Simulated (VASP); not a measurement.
CdF2: single point with LDA

Crystal: CdF2.

```xyz
6
Lattice="0.0000 5.3776 5.3776 2.6888 0.0000 2.6888 2.6888 2.6888 0.0000" Properties=species:S:1:pos:R:3 pbc="T T T"
Cd   -0.0006    0.0331    0.0163
Cd   -0.0062    2.6848    2.6770
F     1.3097    1.3211    1.4473
F     4.1160    4.0597    3.9642
F     1.3873    3.9388    3.9600
F     4.0628    6.7516    6.7513
```

```
Program                : VASP 6.6.1
Task                   : single point
Functional             : LDA
Potentials or basis    : VASP PAW LDA potentials, release 64 (Cd, F)
Cutoff                 : 520 eV
k mesh                 : 3 × 3 × 3
Occupations            : gaussian, width 0.01 eV
Spin                   : no spin polarisation
Dipole correction      : no
Further INCAR settings : ALGO = Normal; EDIFF = 1e-06; NBANDS = 35
```

```yaml
Pressure: -3.2 GPa
Largest_force: 0.732 eV/Å
Band_gap_on_the_k_mesh: 2.82 eV
```

Forces in eV/Å, atoms in the order of the input:
```
Cd   0.212 -0.297  0.048
Cd   0.079  0.028 -0.016
F    0.338  0.082 -0.644
F   -0.413 -0.166  0.419
F   -0.130  0.530  0.302
F   -0.086 -0.177 -0.109
```

Stress tensor (GPa, compression positive):
```
-3.29 -0.58  0.43
-0.58 -3.15  0.54
 0.43  0.54 -3.07
```

Levels at points of the mesh, in eV from the valence-band top:
```csv
k point,band 23,band 24,band 25,band 26,band 27,band 28,band 29,band 30
"(0.00, 0.00, 0.00)",-0.45,-0.42,-0.39,-0.17,2.82,6.99,8.84,12.29
```

Wall time 24 s on 1 thread of AMD EPYC 9R45 96-Core Processor (Zen 5), on a shared host, peak memory 0.15 GiB.

Caveat: the k points lie up to 0.65 Å⁻¹ apart. A k mesh can miss the band edges.
